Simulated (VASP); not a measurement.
Runs of VASP 6.6.1 on In. The structure is that of space group Im-3m (No. 229), or close to it. The cells are those of the table. This isn't the form of In at room conditions, which is tetragonal.

| level | spin | cell | k mesh | share of exact exchange | screening parameter | gap on the mesh (eV) | pressure (GPa) |
| --- | --- | --- | --- | --- | --- | --- | --- |
| HSE06 | off | a = 3.194 Å, angles 109.5°, 1 atom | 6 × 6 × 6 | 0.25 | 0.2079 1/Å | none | 2.2 |
| B3LYP | off | a = 3.358 Å, angles 109.5°, 1 atom | 5 × 5 × 5 | 0.2 | - | none | (a) |
| PBE0 | non-collinear, zero start, SOC | a = 3.261 Å, angles 109.5°, 1 atom | 4 × 4 × 4 | 0.25 | - | - | 1.8 |
| PBE0 | off | a = 3.194 Å, angles 109.5°, 1 atom | 6 × 6 × 6 | 0.25 | - | none | 2.2 |
| HF | off | a = 3.413 Å, angles 109.5°, 1 atom | 5 × 5 × 5 | 1 | - | none | -0.6 |

Alike in all rows: task single point; potentials or basis VASP PAW PBE potentials, release 64 (In_d); cutoff (eV) 520; smearing fermi-dirac 0.05 eV.

Q: Fill in the values left out.

A: (a) -0.1.

Caveats: all runs use coarse meshes; the PAW data sets were made with another functional, which shifts forces and pressure a little; spin-orbit coupling is left out, which moves the levels of the heavy elements (at least some runs); a moment this small can come from the mesh or the smearing (at least some runs).

A k mesh can miss the band edges, and rows without SOC leave out spin-orbit coupling on In.

A gap of «none» marks levels without a gap at the run's occupations.
